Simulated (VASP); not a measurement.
MoS2, 6 atoms in the cell. It takes space group P6_3/mmc (No. 194, hexagonal). The conventional cell has a = 3.169 Å, b = 3.169 Å, c = 12.324 Å, α = 90.00°, β = 90.00°, γ = 120.00°. Mo (site symmetry -6m2) has 6 S at 2.41 Å and 6 Mo at 3.17 Å within 3.2 Å. Within 3.2 Å of S (site symmetry 3m) lie 3 Mo at 2.41 Å and 7 S at 3.13 to 3.17 Å. 

```yaml
Program: VASP 6.6.1
Task: single point
Functional: BLYP
Potentials_or_basis: VASP PAW PBE potentials, release 64 (Mo_sv, S)
Cutoff: 520 eV
k_mesh: 10 × 10 × 3
Occupations: fermi-dirac, width 0.05 eV
Spin: no spin polarisation
Dipole_correction: no
Further_INCAR_settings: ALGO = Normal; EDIFF = 1e-06; NBANDS = 35
```

Potentials or basis: VASP PAW PBE potentials, release 64 (Mo_sv, S).

Command:

```console
$ cat potpaw_PBE.64/Mo_sv/POTCAR potpaw_PBE.64/S/POTCAR > POTCAR
$ mpirun -np 1 vasp_std > vasp.out
```

Hardware: 1 thread of Intel(R) Xeon(R) Platinum 8488C (Sapphire Rapids) (shared host).

Task: How long does it take, and how much memory?

Result: It took 74 s on 1 thread of Intel(R) Xeon(R) Platinum 8488C (Sapphire Rapids), with other jobs on the host, peak memory 0.26 GiB. Counts: scf iterations 15, k points 28.
